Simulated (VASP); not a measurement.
Input of a VASP 6.6.1 run:

File INCAR:

```
SYSTEM = Se
ALGO     = Normal         ! electronic algorithm
EDIFF    = 1E-6           ! SCF threshold, eV
ENCUT    = 520            ! plane-wave cutoff, eV
GGA      = CA             ! functional
ISIF     = 2              ! what is computed and relaxed
ISMEAR   = 0              ! smearing method
LASPH    = .True.         ! aspherical terms in the spheres
LCHARG   = .False.        ! write CHGCAR
LREAL    = .False.        ! projectors in reciprocal space
LWAVE    = .False.        ! write WAVECAR
NBANDS   = 9              ! bands
NELM     = 60             ! most SCF steps
PREC     = Accurate       ! precision mode
SIGMA    = 0.15           ! smearing width, eV
```

Contents of KPOINTS:

```
k-points
0
Gamma
  22 22 22
  0 0 0
```

File POSCAR:

```
Se
1.0
   -1.6030065200      1.6030065200      1.9236078240
    1.6030065200     -1.6030065200      1.9236078240
    1.6030065200      1.6030065200     -1.9236078240
Se
1
Direct
    0.0000000000      0.0000000000      0.0000000000
```

Potentials or basis: VASP PAW LDA potentials, release 64 (Se).

Launch:

```console
$ cat potpaw_LDA.64/Se/POTCAR > POTCAR
$ mpirun -np 1 vasp_std > vasp.out
```

(1) Estimate the pressure.

(2) Estimate the band gap on the k mesh.

Answers

(1) -3.3 GPa.

(2) zero (bands 3 and 4 overlap by 6.18 eV).

Caveat: the stress differs along the axes, from -9 to -1 GPa.
